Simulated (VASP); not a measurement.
Write the native input for VASP 6.6.1 that does the following.

```
Task                   : single point
Functional             : PBEsol
Potentials or basis    : VASP PAW PBE potentials, release 64 (Ca_sv)
Cutoff                 : 520 eV
k mesh                 : 8 × 8 × 8
Occupations            : fermi-dirac, width 0.05 eV
Spin                   : no spin polarisation
Dipole correction      : no
Further INCAR settings : ALGO = Fast; EDIFF = 1e-06; NBANDS = 11
```

The structure of Ca lies in POSCAR:

```
Ca
1.0
    0.0000000000      2.7564359112      2.7564359112
    2.7564359112      0.0000000000      2.7564359112
    2.7564359112      2.7564359112      0.0000000000
Ca
1
Direct
    0.0000000000      0.0000000000      0.0000000000
```

One way to write it, as run:

INCAR

```
PREC = Accurate ; ENCUT = 520
EDIFF = 1E-6 ; ISMEAR = -1
SIGMA = 0.05 ; LREAL = F
LASPH = T ; NELM = 60
ALGO = Fast ; ISIF = 2
LWAVE = F ; LCHARG = T
GGA = PS ; LELF = T
LVHAR = T ; NBANDS = 11
```

KPOINTS

```
regular mesh
0
Gamma
  8 8 8
```

Potentials or basis: VASP PAW PBE potentials, release 64 (Ca_sv).

The run is started by

```console
$ cat potpaw_PBE.64/Ca_sv/POTCAR > POTCAR
$ mpirun -np 1 vasp_std > vasp.out
```

It gave:

```
Pressure               : -0.5 GPa
Band gap on the k mesh : zero (band 5 reaches 2.11 eV, above the bottom of band 6 at 1.77 eV)
```

Caveat: the PAW data sets were made with another functional, which shifts forces and pressure a little.

Run time: 18 s on 1 thread of Intel(R) Xeon(R) Platinum 8259CL CPU @ 2.50GHz (Skylake/Cascade Lake), on a shared host, peak memory 0.16 GiB.
